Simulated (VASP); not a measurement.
Write the native input for VASP 6.6.1 that does the following.

| Item | Value |
| --- | --- |
| Task | single point |
| Functional | PBEsol |
| Potentials or basis | VASP PAW PBE potentials, release 64 (Pt, Pb_d, S) |
| Cutoff | 520 eV |
| k mesh | 4 × 4 × 6 |
| Occupations | fermi-dirac, width 0.03 eV |
| Spin | no spin polarisation |
| Dipole correction | no |
| Further INCAR settings | ALGO = Normal; EDIFF = 1e-07; NBANDS = 48 |

The structure of PtPb3S4 lies in POSCAR:

```
PtPb3S4
1.0
    4.1262974497     -5.6408804015      0.0000000000
    4.1262974497      5.6408804015      0.0000000000
    0.0000000000      0.0000000000      3.8793094312
Pt Pb S
1 3 4
Direct
    0.5000000000      0.5000000000      0.0000000000
    0.0000000000      0.5000000000      0.5000000000
    0.5000000000      0.0000000000      0.5000000000
    0.0000000000      0.0000000000      0.0000000000
    0.2773145398      0.7226854602      0.0000000000
    0.6936126104      0.6936126104      0.5000000000
    0.3063873896      0.3063873896      0.5000000000
    0.7226854602      0.2773145398      0.0000000000
```

The input as run:

INCAR

```
ALGO     = Normal         # electronic algorithm
EDIFF    = 1E-7           # SCF threshold, eV
ENCUT    = 520            # plane-wave cutoff, eV
GGA      = PS             # functional
ISIF     = 2              # what is computed and relaxed
ISMEAR   = -1             # smearing method
LASPH    = T              # aspherical terms in the spheres
LCHARG   = F              # write CHGCAR
LREAL    = F              # projectors in reciprocal space
LWAVE    = F              # write WAVECAR
NBANDS   = 48             # bands
NELM     = 60             # most SCF steps
PREC     = Accurate       # precision mode
SIGMA    = 0.03           # smearing width, eV
```

KPOINTS

```
k-points
0
Gamma
  4 4 6
```

Potentials or basis: VASP PAW PBE potentials, release 64 (Pt, Pb_d, S).

The run is started by

```bash
$ cat potpaw_PBE.64/Pt/POTCAR potpaw_PBE.64/Pb_d/POTCAR potpaw_PBE.64/S/POTCAR > POTCAR
$ mpirun -np 1 vasp_std > vasp.out
```

Results of the run:

```
Pressure               : 0.0 GPa
Largest force          : 0.003 eV/Å
Band gap on the k mesh : zero (bands 38 and 39 overlap by 1.34 eV)
```

Caveat: the PAW data sets were made with another functional, which shifts forces and pressure a little; spin-orbit coupling is left out, which moves the levels of the heavy elements.

Run time: 4.1 min on 1 thread of Intel(R) Xeon(R) Platinum 8488C (Sapphire Rapids), with other jobs on the host, peak memory 0.4 GiB.
